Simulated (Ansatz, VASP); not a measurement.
## InSb3: VASP beside Ansatz

Contents of INCAR:

```
SYSTEM = InSb3
PREC = Accurate
ENCUT = 520
EDIFF = 1E-6
ISMEAR = 0
SIGMA = 0.1
LREAL = .FALSE.
LASPH = .TRUE.
NELM = 80
ALGO = Normal
ISIF = 2
LWAVE = .FALSE.
LCHARG = .FALSE.
GGA = PE
NBANDS = 22
```

The input KPOINTS:

```
Automatic mesh
0
G
  10 10 10
  0 0 0
```

POSCAR

```
InSb3
1.0
    0.0000000000      3.6905083019      3.6905083019
    3.6905083019      0.0000000000      3.6905083019
    3.6905083019      3.6905083019      0.0000000000
In Sb
1 3
Direct
    0.0000000000      0.0000000000      0.0000000000
    0.2500000000      0.2500000000      0.2500000000
    0.7500000000      0.7500000000      0.7500000000
    0.5000000000      0.5000000000      0.5000000000
```

Input for Ansatz:

```yaml
crystal:
  lattice:
    - [0.0, 3.6905083019, 3.6905083019]
    - [3.6905083019, 0.0, 3.6905083019]
    - [3.6905083019, 3.6905083019, 0.0]
  atoms:
    - { symbol: In, position: [0.0, 0.0, 0.0] }
    - { symbol: Sb, position: [0.25, 0.25, 0.25] }
    - { symbol: Sb, position: [0.75, 0.75, 0.75] }
    - { symbol: Sb, position: [0.5, 0.5, 0.5] }
basis:
  ecutwfc: 420
kpoints:
  mp_grid: { grid: [10, 10, 10] }
hamiltonian:
  xc: pbe
scf:
  occupations: { method: gaussian, width: 0.1 }
output:
  forces: true
  stress: true
  eigenvalues: true
```

Alike in both runs: task single point; functional PBE; k mesh 10 × 10 × 10; occupations gaussian, width 0.1 eV; no spin polarisation.

|  | VASP | Ansatz |
| --- | --- | --- |
| version | VASP 6.6.1 | Ansatz 0.2.0 |
| potentials or method | VASP PAW PBE potentials, release 64 (In_d, Sb), cutoff 520 eV | scalar-relativistic, plane waves, PAW |
| valence electrons in the cell | 28 | 58 |

|  | VASP | Ansatz | Ansatz less VASP |
| --- | --- | --- | --- |
| gap on the k mesh at the Fermi level (eV) | none | none | - |
| pressure (GPa) | 5.1 | 5.2 | +0.09 |

A gap of «none» marks a metal or a gap that the smearing closes. VASP's potentials hold 28 valence electrons a cell and Ansatz's 58, so a difference there can come from the potentials and not from the codes.

Spin-orbit coupling is off throughout.
